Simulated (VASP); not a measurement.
# CaS in VASP: single point with PBEsol

Aim: the single point of CaS with PBEsol.

Everything below comes from runs of VASP 6.6.1. Logs are shortened: lines on timing, memory, paths and dates and some standing lists are left out, and cuts for length are marked.

### 1 The cell of the first run

The cell holds a slab with vacuum, 12 atoms: a = 4.021 Å, b = 5.686 Å, c = 28.052 Å, α = 90.00°, β = 90.00°, γ = 90.00°.

### 2 Single point, PBEsol

Contents of INCAR:

```
PREC = Accurate
ENCUT = 400
EDIFF = 1E-6
ISMEAR = 0
SIGMA = 0.05
LREAL = False
LASPH = True
NELM = 120
ALGO = Normal
ISIF = 2
LWAVE = False
LCHARG = False
LDIPOL = True
IDIPOL = 3
DIPOL = 0.5 0.5 0.498
GGA = PS
NBANDS = 60
GGA_COMPAT = False
NELMDL = -8
KPAR = 4
```

Contents of KPOINTS:

```
regular mesh
0
Gamma
  15 11 1
```

Contents of POSCAR:

```
CaS
1.0
    4.0206091600      0.0000000000      0.0000000000
    0.0000000000      5.6860000000      0.0000000000
    0.0000000000      0.0000000000     28.0515226674
Ca S
6 6
Direct
    0.5000000000      0.5000000000      0.3208381986
    0.0000000000      0.0000000000      0.3925029191
    0.5000000000      0.5000000000      0.4641676397
    0.0000000000      0.0000000000      0.5327140901
    0.5000000000      0.5000000000      0.6081715587
    0.0000000000      0.0000000000      0.6690935780
    0.5000000000      0.0000000000      0.3208381986
    0.0000000000      0.5000000000      0.3925029191
    0.5000000000      0.0000000000      0.4641676397
    0.0000000000      0.5000000000      0.5337279023
    0.5000000000      0.0000000000      0.6052650784
    0.0000000000      0.5000000000      0.6750073754
```

Potentials or basis: VASP PAW PBE potentials, release 64 (Ca_sv, S).

The run is started by

```console
cat potpaw_PBE.64/Ca_sv/POTCAR potpaw_PBE.64/S/POTCAR > POTCAR
mpirun -np 4 vasp_std > vasp.out
```

OUTCAR:

```text
PREC = Accurate
   ENCUT = 400
   EDIFF = 1E-6
   ISMEAR = 0
   LREAL = False
   LASPH = True
   NELM = 120
   ISIF = 2
   GGA = PS
   NELMDL = -8

 ion  position               nearest neighbor table
   1  0.500  0.500  0.321-   8 2.84   8 2.84   7 2.84   7 2.84
   2  0.000  0.000  0.393-   7 2.84   7 2.84   9 2.84   9 2.84   8 2.84   8 2.84
   3  0.500  0.500  0.464-  10 2.80  10 2.80   8 2.84   8 2.84   9 2.84   9 2.84
   4  0.000  0.000  0.533-   9 2.78   9 2.78  10 2.84  10 2.84  11 2.86  11 2.86
   5  0.500  0.500  0.608-  12 2.75  12 2.75  11 2.84  11 2.84  10 2.90  10 2.90
   6  0.000  0.000  0.669-  11 2.69  11 2.69  12 2.85  12 2.85
   7  0.500  0.000  0.321-   2 2.84   2 2.84   1 2.84   1 2.84
   8  0.000  0.500  0.393-   1 2.84   1 2.84   3 2.84   3 2.84   2 2.84   2 2.84
   9  0.500  0.000  0.464-   4 2.78   4 2.78   2 2.84   2 2.84   3 2.84   3 2.84
  10  0.000  0.500  0.534-   3 2.80   3 2.80   4 2.84   4 2.84   5 2.90   5 2.90
  11  0.500  0.000  0.605-   6 2.69   6 2.69   5 2.84   5 2.84   4 2.86   4 2.86
  12  0.000  0.500  0.675-   5 2.75   5 2.75   6 2.85   6 2.85

  LATTYP: Found a simple orthorhombic cell.
 ALAT       =     4.0206091600
 B/A-ratio  =     1.4142135616
 C/A-ratio  =     6.9769334822

  Lattice vectors:

 A1 = (   4.0206091600,   0.0000000000,   0.0000000000)
 A2 = (   0.0000000000,   5.6860000000,   0.0000000000)
 A3 = (   0.0000000000,   0.0000000000,  28.0515226674)

Analysis of symmetry for initial positions (statically):
=====================================================================
 Subroutine PRICEL returns:
 Original cell was already a primitive cell.

 Routine SETGRP: Setting up the symmetry group for a
 simple orthorhombic supercell.

 Subroutine GETGRP returns: Found  4 space group operations
 (whereof  4 operations were pure point group operations)
 out of a pool of  8 trial point group operations.

The static configuration has the point symmetry C_2v.

Analysis of symmetry for dynamics (positions and initial velocities):
=====================================================================
 Subroutine PRICEL returns:
 Original cell was already a primitive cell.

 Routine SETGRP: Setting up the symmetry group for a
 simple orthorhombic supercell.

 Subroutine GETGRP returns: Found  4 space group operations
 (whereof  4 operations were pure point group operations)
 out of a pool of  8 trial point group operations.

The dynamic configuration has the point symmetry C_2v.

 Subroutine INISYM returns: Found  4 space group operations
 (whereof  4 operations are pure point group operations),
 and found     1 'primitive' translations

----------------------------------------------------------------------------------------

                                     Primitive cell

  volume of cell :     641.2910

  direct lattice vectors                    reciprocal lattice vectors
     4.020609160  0.000000000  0.000000000     0.248718530  0.000000000  0.000000000
     0.000000000  5.686000000  0.000000000     0.000000000  0.175870559  0.000000000
     0.000000000  0.000000000 28.051522667     0.000000000  0.000000000  0.035648689

  length of vectors
     4.020609160  5.686000000 28.051522667     0.248718530  0.175870559  0.035648689

  position of ions in fractional coordinates (direct lattice)
     0.500000000  0.500000000  0.320838199
     0.000000000  0.000000000  0.392502919
     0.500000000  0.500000000  0.464167640
     0.000000000  0.000000000  0.532714090
     0.500000000  0.500000000  0.608171559
     0.000000000  0.000000000  0.669093578
     0.500000000  0.000000000  0.320838199
     0.000000000  0.500000000  0.392502919
     0.500000000  0.000000000  0.464167640
     0.000000000  0.500000000  0.533727902
     0.500000000  0.000000000  0.605265078
     0.000000000  0.500000000  0.675007375

  ion indices of the primitive-cell ions
   primitive index   ion index
                 1           1
                 2           2
                 3           3
                 4           4
                 5           5
                 6           6
                 7           7
                 8           8
                 9           9
                10          10
                11          11
                12          12

----------------------------------------------------------------------------------------

 KPOINTS: regular mesh

Automatic generation of k-mesh.
 Grid dimensions read from file:
 generate k-points for:   15   11    1

 Generating k-lattice:

  Cartesian coordinates                     Fractional coordinates (reciprocal lattice)
     0.016581235  0.000000000  0.000000000     0.066666667  0.000000000  0.000000000
     0.000000000  0.015988233  0.000000000     0.000000000  0.090909091  0.000000000
     0.000000000  0.000000000  0.035648689     0.000000000  0.000000000  1.000000000

  Length of vectors
     0.016581235  0.015988233  0.035648689

  Shift w.r.t. Gamma in fractional coordinates (k-lattice)
     0.000000000  0.000000000  0.000000000

 Subroutine IBZKPT returns following result:
 ===========================================

 Found     48 irreducible k-points:

 Following reciprocal coordinates:
            Coordinates               Weight
  0.000000  0.000000  0.000000      1.000000
  0.066667  0.000000  0.000000      2.000000
  0.133333  0.000000  0.000000      2.000000
  0.200000  0.000000  0.000000      2.000000
  0.266667  0.000000  0.000000      2.000000
  0.333333  0.000000  0.000000      2.000000
[... 16 lines left out ...]
  0.400000  0.181818  0.000000      4.000000
  0.466667  0.181818  0.000000      4.000000
 [... further k-points ...]
   k-points           NKPTS =     48   k-points in BZ     NKDIM =     48   number of bands    NBANDS=     60
   number of dos      NEDOS =    301   number of ions     NIONS =     12
   total plane-waves  NPLWV = 215040
   dimension x,y,z NGX =    28 NGY =   40 NGZ =  192
   dimension x,y,z NGXF=    56 NGYF=   80 NGZF=  384
   ions per type =               6   6
   NGX,Y,Z   is equivalent  to a cutoff of  11.58, 11.70, 11.38 a.u.
   NGXF,Y,Z  is equivalent  to a cutoff of  23.16, 23.39, 22.76 a.u.
 SYSTEM =  unknown system
   PREC   = accura    normal or accurate (medium, high low for compatibility)
   ISTART =      0    job   : 0-new  1-cont  2-samecut
   ICHARG =      2    charge: 1-file 2-atom 10-const
   ISPIN  =      1    spin polarized calculation?
   LNONCOLLINEAR =      F non collinear calculations
   LSORBIT =      F    spin-orbit coupling
   LASPH  =      T    aspherical Exc in radial PAW
   ENCUT  =  400.0 eV  29.40 Ry    5.42 a.u.   6.56  9.27 45.74*2*pi/ulx,y,z
   NELM   =    120;   NELMIN=  2; NELMDL= -8     # of ELM steps
   EDIFF  = 0.1E-05   stopping-criterion for ELM
   LREAL  =      F    real-space projection
   EDIFFG = 0.1E-04   stopping-criterion for IOM
   NSW    =      0    number of steps for IOM
   IBRION =     -1    ionic relax: 0-MD 1-quasi-New 2-CG
   NFREE  =      0    steps in history (QN), initial steepest desc. (CG)
   ISIF   =      2    stress and relaxation
   ISYM   =      2    0-nonsym 1-usesym 2-fastsym
   POTIM  = 0.5000    time-step for ionic-motion
   TEBEG  =    0.0;   TEEND  =   0.0 temperature during run
   PSTRESS=    0.0 pullay stress
   NELECT =      96.0000    total number of electrons
   NUPDOWN=      -1.0000    fix difference up-down
   EMIN   =  10.00;   EMAX   =-10.00  energy-range for DOS
   EFERMI =   0.00;   METHOD = LEGACY
   ISMEAR =     0;   SIGMA  =   0.05  broadening in eV -4-tet -1-fermi 0-gaus
   EFERMI_NEDOS =   21; number of points for ismear=-14 and -15
   IALGO  =     38    algorithm
   IMIX   =      4    mixing-type and parameters
     AMIX     =   0.40;   BMIX     =  1.00
     AMIX_MAG =   1.60;   BMIX_MAG =  1.00
  volume/ion in A,a.u.               =      53.44       360.64
  Fermi-wavevector in a.u.,A,eV,Ry     =   0.869254  1.642652 10.280604  0.755603
  Thomas-Fermi vector in A             =   1.988050
   LORBIT       =      0    0 simple, 1 ext, 2 COOP (PROOUT), +10 PAW based schemes
   GGA     = PS    functional components
   LHFCALC =     F    Hartree Fock is set to
   AEXX    =    0.0000 exact exchange contribution
   IVDW    =     0    specifies the selected vdW correction
   LEPSILON=     F    determine dielectric tensor
   LRPA    =     F    only Hartree local field effects (RPA)
 non-spin polarized calculation
 Gauss-broadening in eV      SIGMA  =   0.05
  energy-cutoff  :      400.00
  volume of cell :      641.29
 maximum number of plane-waves:     11717
 NGX is ok and might be reduce to    28
   NGX = 13   NGY = 19   NGZ = 91

 dipolmoment           0.000000      0.000000     -0.000000 electrons x Angstroem

 number of electron      95.9999991 magnetization

 dipolmoment           0.000000      0.000000      0.053700 electrons x Angstroem

 Free energy of the ion-electron system (eV)
  ---------------------------------------------------
  ext. energy  EPLUGINS =         0.00000000
  ---------------------------------------------------
  free energy    TOTEN  =       -62.48025142 eV

  energy without entropy =      -62.48025142  energy(sigma->0) =      -62.48025142

 E-fermi :  -0.7532     XC(G=0):  -4.5784

 val. band max:       -0.9583308508   @ k =   0.0000   0.0000   0.0000
 cond. band min:       0.9603221674   @ k =   0.4667   0.0000   0.0000
 fundamental gap:      1.9186530182
 Fermi energy:        -0.7532114452

 k-point     1 :       0.0000    0.0000    0.0000
  band No.  band energies     occupation
      1     -41.6110      2.00000
      2     -41.2617      2.00000
      3     -40.4906      2.00000
      4     -40.4295      2.00000
      5     -40.1413      2.00000
      6     -40.0264      2.00000
[... 1501 lines left out ...]
     59       3.9004      0.00000
     60       4.0053      0.00000

 [... further k-points ...]

------------------------ aborting loop because EDIFF is reached ----------------------------------------

 vacuum level on the upper side and lower side of the slab       (xc-potential included)        -0.007        -0.419

  FORCE on cell =-STRESS in cart. coord.  units (eV):
  Direction    XX          YY          ZZ          XY          YZ          ZX
  --------------------------------------------------------------------------------------
  -------------------------------------------------------------------------------------
  Total        0.9189940     -9.4861430     -1.8306141      0.0000000      0.0000000      0.0000000
  in kB        2.2959801    -23.6998226     -4.5735373      0.0000000      0.0000000      0.0000000
  external PRESSURE =      -8.6591266 kB  Pullay stress =       0.0000000 kB

 VOLUME and BASIS-vectors are now :
 -----------------------------------------------------------------------------
  energy-cutoff  :      400.00
  volume of cell :      641.29
      direct lattice vectors                 reciprocal lattice vectors
     4.020609160  0.000000000  0.000000000     0.248718530  0.000000000  0.000000000
     0.000000000  5.686000000  0.000000000     0.000000000  0.175870559  0.000000000
     0.000000000  0.000000000 28.051522667     0.000000000  0.000000000  0.035648689

 POSITION                                       TOTAL-FORCE (eV/Angst)
 -----------------------------------------------------------------------------------
      2.01030      2.84300      9.00000         0.000000      0.000000      0.998435
      0.00000      0.00000     11.01030         0.000000      0.000000     -0.577691
      2.01030      2.84300     13.02061         0.000000      0.000000      0.044535
      0.00000      0.00000     14.94344         0.000000      0.000000      0.000918
      2.01030      2.84300     17.06014         0.000000      0.000000     -0.008538
      0.00000      0.00000     18.76909         0.000000      0.000000      0.020155
      2.01030      0.00000      9.00000         0.000000      0.000000      0.056712
      0.00000      2.84300     11.01030         0.000000      0.000000     -0.561916
      2.01030      0.00000     13.02061         0.000000      0.000000      0.001992
      0.00000      2.84300     14.97188         0.000000      0.000000      0.009376
      2.01030      0.00000     16.97861         0.000000      0.000000     -0.006631
      0.00000      2.84300     18.93498         0.000000      0.000000      0.022654
 -----------------------------------------------------------------------------------
    total drift:                                0.000000      0.000000      0.000569

  FREE ENERGIE OF THE ION-ELECTRON SYSTEM (eV)
  ---------------------------------------------------
  free  energy   TOTEN  =       -62.4802514250 eV

  energy  without entropy=      -62.4802514250  energy(sigma->0) =      -62.48025142

 vacuum level on the upper side and lower side of the slab         3.184         2.764
```

It took 16 min on 4 MPI ranks of Intel Xeon Platinum 8375C at 2.90GHz (Ice Lake), shared host; peak memory 1.1 GiB.

What came out:

| Quantity | Value |
| --- | --- |
| Free energy | -62.4803 eV |
| Largest force | 0.998 eV/Å |
| Band gap on the k mesh | 1.92 eV (least direct gap 1.99 eV) |

Forces on the atoms (eV/Å):
```
Ca   0.000  0.000  0.998
Ca   0.000  0.000 -0.578
Ca   0.000  0.000  0.045
Ca   0.000  0.000  0.001
Ca   0.000  0.000 -0.009
Ca   0.000  0.000  0.020
S    0.000  0.000  0.057
S    0.000  0.000 -0.562
S    0.000  0.000  0.002
S    0.000  0.000  0.009
S    0.000  0.000 -0.007
S    0.000  0.000  0.023
```

Levels at points of the mesh, in eV from the valence-band top:
```csv
k point,band 45,band 46,band 47,band 48,band 49,band 50,band 51,band 52
"(0.00, 0.00, 0.00)",-0.74,-0.60,-0.14,0.00,1.99,2.11,2.58,2.75
```

Caveat: the PAW data sets were made with another functional, which shifts forces and pressure a little.
